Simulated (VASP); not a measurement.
Wanted: the native input for a VASP 6.6.1 run.

| Property | Result |
| --- | --- |
| Task | single point |
| Functional | LDA |
| Potentials or basis | VASP PAW LDA potentials, release 64 (Cs_sv) |
| Cutoff | 500 eV |
| k mesh | 13 × 13 × 13 |
| Occupations | fermi-dirac, width 0.05 eV |
| Spin | no spin polarisation |
| Dipole correction | no |
| Further INCAR settings | ALGO = Normal; EDIFF = 1e-06; NBANDS = 10 |

The structure of Cs lies in POSCAR:

```
Cs
1.0
   -2.1610920666      2.1610920666      2.1610920666
    2.1610920666     -2.1610920666      2.1610920666
    2.1610920666      2.1610920666     -2.1610920666
Cs
1
Direct
    0.0000000000      0.0000000000      0.0000000000
```

The input as run:

INCAR

```
SYSTEM = Cs
PREC = Accurate
ENCUT = 500
EDIFF = 1E-6
ISMEAR = -1
SIGMA = 0.05
LREAL = .FALSE.
LASPH = .TRUE.
NELM = 120
ALGO = Normal
ISIF = 2
LWAVE = .FALSE.
LCHARG = .FALSE.
GGA = CA
NBANDS = 10
GGA_COMPAT = .FALSE.
```

KPOINTS

```
Automatic mesh
0
G
  13 13 13
  0 0 0
```

Potentials or basis: VASP PAW LDA potentials, release 64 (Cs_sv).

Run with:

```sh
$ cat potpaw_LDA.64/Cs_sv/POTCAR > POTCAR
$ mpirun -np 1 vasp_std > vasp.out
```

It gave:

```json
{
 "Pressure": "5.1 GPa",
 "Band gap on the k mesh": "zero (an odd number of electrons rules out a gap without spin polarisation)"
}
```

Caveat: the cell stands under pressure; spin-orbit coupling is left out, which moves the levels of the heavy elements.

Wall time 34 s on 1 thread of Intel Xeon 8259CL, with other jobs on the host, peak memory 0.16 GiB.
